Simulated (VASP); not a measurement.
Here is a VASP 6.6.1 calculation.

File INCAR:

```
ALGO     = Normal         # electronic algorithm
EDIFF    = 1E-7           # SCF threshold, eV
EDIFFG   = -0.08          # ionic threshold
ENCUT    = 840            # plane-wave cutoff, eV
GGA      = PE             # functional
GGA_COMPAT= False        
IBRION   = 2              # ionic algorithm
ISIF     = 3              # what is computed and relaxed
ISMEAR   = 0              # smearing method
LASPH    = True           # aspherical terms in the spheres
LCHARG   = False          # write CHGCAR
LREAL    = False          # projectors in reciprocal space
LWAVE    = False          # write WAVECAR
NELM     = 120            # most SCF steps
NELMIN   = 4            
NSW      = 36             # ionic steps
PREC     = Accurate       # precision mode
SIGMA    = 0.15           # smearing width, eV
```

The input KPOINTS:

```
k-points
0
Gamma
  2 2 2
```

POSCAR

```
MgCd2O3
1.0
    5.3000000000     -3.0750000000      0.0000000000
    5.3000000000      3.0750000000      0.0000000000
    0.0000000000      0.0000000000      5.3000000000
Mg Cd O
2 4 6
Direct
    0.1680000000      0.8320000000      0.0050000000
    0.8320000000      0.1680000000      0.5050000000
    0.1700000000      0.4900000000      0.5000000000
    0.5100000000      0.8300000000      0.5000000000
    0.8300000000      0.5100000000      0.0000000000
    0.4900000000      0.1700000000      0.0000000000
    0.1650000000      0.5250000000      0.1000000000
    0.4750000000      0.8350000000      0.1000000000
    0.1350000000      0.8650000000      0.6350000000
    0.5250000000      0.1650000000      0.6000000000
    0.8350000000      0.4750000000      0.6000000000
    0.8650000000      0.1350000000      0.1350000000
```

Potentials or basis: VASP PAW PBE potentials, release 64 (Mg_sv, Cd_sv_GW, O).

The run is started by

```bash
$ cat potpaw_PBE.64/Mg_sv/POTCAR potpaw_PBE.64/Cd_sv_GW/POTCAR potpaw_PBE.64/O/POTCAR > POTCAR
$ mpirun -np 1 vasp_std > vasp.out
```

Estimate the relaxed cell.

a = 6.156 Å, b = 6.156 Å, c = 5.497 Å, α = 90.00°, β = 90.00°, γ = 60.24°.

Predict the space group after relaxing (to 0.1 Å).

Cmc2_1 (No. 36).

What does it give for the band gap on the k mesh?

0.85 eV.

Forces in eV/Å, atoms in the order of the input:
```
Mg   0.000 -0.057 -0.005
Mg   0.000  0.057 -0.005
Cd   0.001  0.032 -0.013
Cd  -0.001  0.032 -0.013
Cd  -0.001 -0.032 -0.013
Cd   0.001 -0.032 -0.013
O   -0.020 -0.002  0.009
O    0.020 -0.002  0.009
O    0.000  0.004  0.012
O   -0.020  0.002  0.009
O    0.020  0.002  0.009
O    0.000 -0.004  0.012
```

Caveat: the k points lie up to 0.59 Å⁻¹ apart in the final cell; the relaxation stopped at a loose force limit of 0.08 eV/Å, so its end isn't a converged minimum.
